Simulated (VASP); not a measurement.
# Mg (I4/mmm) in VASP: notebook, part 2 of 2

VASP 6.6.1.

### 5 Single point, PBE

File INCAR:

```
PREC = Accurate
ENCUT = 500
EDIFF = 1E-6
ISMEAR = 0
SIGMA = 0.1
LREAL = False
LASPH = True
NELM = 120
ALGO = Normal
ISIF = 2
LWAVE = False
LCHARG = False
GGA = PE
NBANDS = 7
ISYM = -1
GGA_COMPAT = False
```

File KPOINTS:

```
explicit points
64
Reciprocal
  0.00500000   0.06000000   0.15250000 1
  0.00500000   0.06000000   0.40250000 1
  0.00500000   0.06000000   0.65250000 1
  0.00500000   0.06000000   0.90250000 1
  0.00500000   0.31000000   0.15250000 1
  0.00500000   0.31000000   0.40250000 1
  0.00500000   0.31000000   0.65250000 1
  0.00500000   0.31000000   0.90250000 1
  0.00500000   0.56000000   0.15250000 1
  0.00500000   0.56000000   0.40250000 1
  0.00500000   0.56000000   0.65250000 1
  0.00500000   0.56000000   0.90250000 1
  0.00500000   0.81000000   0.15250000 1
  0.00500000   0.81000000   0.40250000 1
  0.00500000   0.81000000   0.65250000 1
  0.00500000   0.81000000   0.90250000 1
  0.25500000   0.06000000   0.15250000 1
  0.25500000   0.06000000   0.40250000 1
  0.25500000   0.06000000   0.65250000 1
  0.25500000   0.06000000   0.90250000 1
  0.25500000   0.31000000   0.15250000 1
  0.25500000   0.31000000   0.40250000 1
  0.25500000   0.31000000   0.65250000 1
  0.25500000   0.31000000   0.90250000 1
  0.25500000   0.56000000   0.15250000 1
  0.25500000   0.56000000   0.40250000 1
  0.25500000   0.56000000   0.65250000 1
  0.25500000   0.56000000   0.90250000 1
  0.25500000   0.81000000   0.15250000 1
  0.25500000   0.81000000   0.40250000 1
  0.25500000   0.81000000   0.65250000 1
  0.25500000   0.81000000   0.90250000 1
  0.50500000   0.06000000   0.15250000 1
  0.50500000   0.06000000   0.40250000 1
  0.50500000   0.06000000   0.65250000 1
  0.50500000   0.06000000   0.90250000 1
  0.50500000   0.31000000   0.15250000 1
  0.50500000   0.31000000   0.40250000 1
  0.50500000   0.31000000   0.65250000 1
  0.50500000   0.31000000   0.90250000 1
  0.50500000   0.56000000   0.15250000 1
  0.50500000   0.56000000   0.40250000 1
  0.50500000   0.56000000   0.65250000 1
  0.50500000   0.56000000   0.90250000 1
  0.50500000   0.81000000   0.15250000 1
  0.50500000   0.81000000   0.40250000 1
  0.50500000   0.81000000   0.65250000 1
  0.50500000   0.81000000   0.90250000 1
  0.75500000   0.06000000   0.15250000 1
  0.75500000   0.06000000   0.40250000 1
  0.75500000   0.06000000   0.65250000 1
  0.75500000   0.06000000   0.90250000 1
  0.75500000   0.31000000   0.15250000 1
  0.75500000   0.31000000   0.40250000 1
  0.75500000   0.31000000   0.65250000 1
  0.75500000   0.31000000   0.90250000 1
  0.75500000   0.56000000   0.15250000 1
  0.75500000   0.56000000   0.40250000 1
  0.75500000   0.56000000   0.65250000 1
  0.75500000   0.56000000   0.90250000 1
  0.75500000   0.81000000   0.15250000 1
  0.75500000   0.81000000   0.40250000 1
  0.75500000   0.81000000   0.65250000 1
  0.75500000   0.81000000   0.90250000 1
```

File POSCAR:

```
Mg
1.0
   -1.8359916300      1.8359916300      1.6794040200
    1.8359916300     -1.8359916300      1.6794040200
    1.8359916300      1.8359916300     -1.6794040200
Mg
1
Direct
    0.0000000000      0.0000000000      0.0000000000
```

Potentials or basis: VASP PAW PBE potentials, release 64 (Mg).

Launch:

```console
> cat potpaw_PBE.64/Mg/POTCAR > POTCAR
> mpirun -np 1 vasp_std > vasp.out
```

OUTCAR:

```text
PREC = Accurate
   ENCUT = 500
   EDIFF = 1E-6
   ISMEAR = 0
   LREAL = False
   LASPH = True
   NELM = 120
   ISIF = 2
   GGA = PE
   ISYM = -1

 ion  position               nearest neighbor table
   1  0.000  0.000  0.000-

IMPORTANT INFORMATION: All symmetrisations will be switched off!
NOSYMM: (Re-)initialisation of all symmetry stuff for point group C_1.

----------------------------------------------------------------------------------------

                                     Primitive cell

  volume of cell :      22.6442

  direct lattice vectors                    reciprocal lattice vectors
    -1.835991630  1.835991630  1.679404020     0.000000000  0.272332396  0.297724665
     1.835991630 -1.835991630  1.679404020     0.272332396  0.000000000  0.297724665
     1.835991630  1.835991630 -1.679404020     0.272332396  0.272332396  0.000000000

  length of vectors
     3.092269133  3.092269133  3.092269133     0.403490905  0.403490905  0.385136168

  position of ions in fractional coordinates (direct lattice)
     0.000000000  0.000000000  0.000000000

  ion indices of the primitive-cell ions
   primitive index   ion index
                 1           1

----------------------------------------------------------------------------------------

 KPOINTS: explicit points

Read explicit list of k-points.

 Found     64 k-points:

 Following reciprocal coordinates:
            Coordinates               Weight
  0.005000  0.060000  0.152500      0.015625
  0.005000  0.060000  0.402500      0.015625
  0.005000  0.060000  0.652500      0.015625
  0.005000  0.060000  0.902500      0.015625
  0.005000  0.310000  0.152500      0.015625
  0.005000  0.310000  0.402500      0.015625
[... 16 lines left out ...]
  0.255000  0.310000  0.652500      0.015625
  0.255000  0.310000  0.902500      0.015625
 [... further k-points ...]
   k-points           NKPTS =     64   k-points in BZ     NKDIM =     64   number of bands    NBANDS=      7
[... 32 lines left out ...]
   ISMEAR =     0;   SIGMA  =   0.10  broadening in eV -4-tet -1-fermi 0-gaus
   EFERMI_NEDOS =   21; number of points for ismear=-14 and -15
   IALGO  =     38    algorithm
   IMIX   =      4    mixing-type and parameters
     AMIX     =   0.40;   BMIX     =  1.00
     AMIX_MAG =   1.60;   BMIX_MAG =  1.00
  volume/ion in A,a.u.               =      22.64       152.81
  Fermi-wavevector in a.u.,A,eV,Ry     =   0.729065  1.377732  7.231974  0.531535
  Thomas-Fermi vector in A             =   1.820694
   LORBIT       =      0    0 simple, 1 ext, 2 COOP (PROOUT), +10 PAW based schemes
   GGA     = PE    functional components
   LHFCALC =     F    Hartree Fock is set to
   AEXX    =    0.0000 exact exchange contribution
   IVDW    =     0    specifies the selected vdW correction
   LEPSILON=     F    determine dielectric tensor
   LRPA    =     F    only Hartree local field effects (RPA)
 non-spin polarized calculation
 Gauss-broadening in eV      SIGMA  =   0.10
  energy-cutoff  :      500.00
  volume of cell :       22.64
 maximum number of plane-waves:       586
 NGX is ok and might be reduce to    24
   NGX = 11   NGY = 11   NGZ = 11

 number of electron       2.0000000 magnetization

 Free energy of the ion-electron system (eV)
  ---------------------------------------------------
  ext. energy  EPLUGINS =         0.00000000
  ---------------------------------------------------
  free energy    TOTEN  =        -1.51468539 eV

  energy without entropy =       -1.51271251  energy(sigma->0) =       -1.51369895

 E-fermi :   2.7164     XC(G=0):  -8.5355

 val. band max:        2.6947831849   @ k =   0.5050   0.5600   0.6525
 cond. band min:       2.7311735377   @ k =   0.0050   0.0600   0.4025
 fundamental gap:      0.0363903529
 Fermi energy:         2.7163706671

 k-point     1 :       0.0050    0.0600    0.1525
  band No.  band energies     occupation
      1      -3.4459      2.00000
      2       9.7555      0.00000
      3      13.3041      0.00000
      4      14.4180      0.00000
      5      15.9949      0.00000
      6      17.0077      0.00000
      7      18.1104      0.00000
[... 221 lines left out ...]
 k-point    24 :       0.2550    0.3100    0.9025
  band No.  band energies     occupation
      1       0.6316      2.00000
      2       5.0345      0.00000
      3       6.3753      0.00000
      4      12.8066      0.00000
      5      13.5871      0.00000
      6      14.5442      0.00000
      7      20.2445      0.00000

 [... further k-points ...]
[... 5 lines left out ...]
  --------------------------------------------------------------------------------------
  -------------------------------------------------------------------------------------
  Total        0.0264130     -0.1041457      0.2455240     -0.2228591      0.0697541      0.0323443
  in kB        1.8688350     -7.3687793     17.3719285    -15.7682815      4.9354128      2.2885033
  external PRESSURE =       3.9573281 kB  Pullay stress =       0.0000000 kB

 VOLUME and BASIS-vectors are now :
 -----------------------------------------------------------------------------
  energy-cutoff  :      500.00
  volume of cell :       22.64
      direct lattice vectors                 reciprocal lattice vectors
    -1.835991630  1.835991630  1.679404020     0.000000000  0.272332396  0.297724665
     1.835991630 -1.835991630  1.679404020     0.272332396  0.000000000  0.297724665
     1.835991630  1.835991630 -1.679404020     0.272332396  0.272332396  0.000000000

 POSITION                                       TOTAL-FORCE (eV/Angst)
 -----------------------------------------------------------------------------------
      0.00000      0.00000      0.00000         0.000000     -0.000000     -0.000000
 -----------------------------------------------------------------------------------
    total drift:                                0.000000     -0.000000     -0.000000

  FREE ENERGIE OF THE ION-ELECTRON SYSTEM (eV)
  ---------------------------------------------------
  free  energy   TOTEN  =        -1.5146853930 eV

  energy  without entropy=       -1.5127125111  energy(sigma->0) =       -1.51369895
```

Wall time 2.8 s (1 thread of Intel Xeon 6975P-C (Granite Rapids), shared host); peak memory 0.13 GiB.

What came out:

| Item | Value |
| --- | --- |
| Free energy | -1.5147 eV |
| Pressure | 0.4 GPa |
| Band gap on the k mesh | zero (bands 1 and 2 overlap by 2.56 eV) |

### 6 Single point, PBE

File INCAR:

```
SYSTEM = Mg
ALGO = Normal
EDIFF = 1E-6
ENCUT = 600
GGA = PE
GGA_COMPAT = .FALSE.
ISIF = 2
ISMEAR = 0
LASPH = .TRUE.
LCHARG = .FALSE.
LREAL = .FALSE.
LWAVE = .FALSE.
NBANDS = 7
NELM = 120
PREC = Accurate
SIGMA = 0.1
```

File KPOINTS:

```
k-points
0
G
  3 3 3
  0 0 0
```

POSCAR is that of step 5.

Potentials or basis: VASP PAW PBE potentials, release 64 (Mg).

Launch:

```console
> cat potpaw_PBE.64/Mg/POTCAR > POTCAR
> mpirun -np 1 vasp_std > vasp.out
```

Wall time 4.4 s (1 thread of Intel Xeon Platinum 8375C at 2.90GHz (Ice Lake), shared host); peak memory 0.15 GiB.

The run converged, but its numbers aren't listed here, since they failed a check.

Caveat: the k points lie up to 0.85 Å⁻¹ apart; the mesh shows a gap though the element is a metal.

### 7 Summary

```tsv
level	k mesh	cutoff (eV)	mended	gap on the mesh (eV)	pressure (GPa)
PBE+D4	2 × 6 × 3	600	-	none	-0.1
PBE	6 × 6 × 6	600	-	none	0.5
PBE	5 × 1 × 4, shifted	500	yes	-	-0.7
PBE	4 × 4 × 4, shifted	500	yes	none	0.4
```

Alike in all rows: task single point; potentials or basis VASP PAW PBE potentials, release 64 (Mg); no spin polarisation; cell as given; smearing gaussian 0.1 eV.

Caveats: some runs use coarse meshes.

Absolute energies hang on the potentials; compare differences alone.
